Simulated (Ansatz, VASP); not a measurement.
**GaAs: VASP beside Ansatz**

```
Ga As
1.0
     0.00000    2.80446    2.80446
     2.80446    0.00000    2.80446
     2.80446    2.80446    0.00000
Ga As
1 1
Direct
  0.00000 0.00000 0.00000
  0.25000 0.25000 0.25000
```

Alike in both runs: task single point; functional r2SCAN; k mesh 6 × 6 × 6; no spin polarisation.

|  | VASP | Ansatz |
| --- | --- | --- |
| version | VASP 6.6.1 | Ansatz 0.2.0 |
| potentials or method | VASP PAW PBE potentials, release 64 (Ga_d, As) | plane waves, PAW |
| plane-wave cutoff (eV) | 550 | 500 |
| occupations | gaussian, width 0.01 eV | fixed |
| valence electrons in the cell | 18 | 28 |

Ansatz gave:

| Property | Result |
| --- | --- |
| gap on the k mesh at the Fermi level (eV) | 1.21 |
| pressure (GPa) | 2.4 |

Task: What did VASP give for the same quantities?

Result: gap on the k mesh at the Fermi level (eV): 1.19; pressure (GPa): 2.5.

VASP's potentials were made for PBE, not for r2SCAN. VASP's potentials hold 18 valence electrons a cell and Ansatz's 28, so a difference there can come from the potentials and not from the codes.
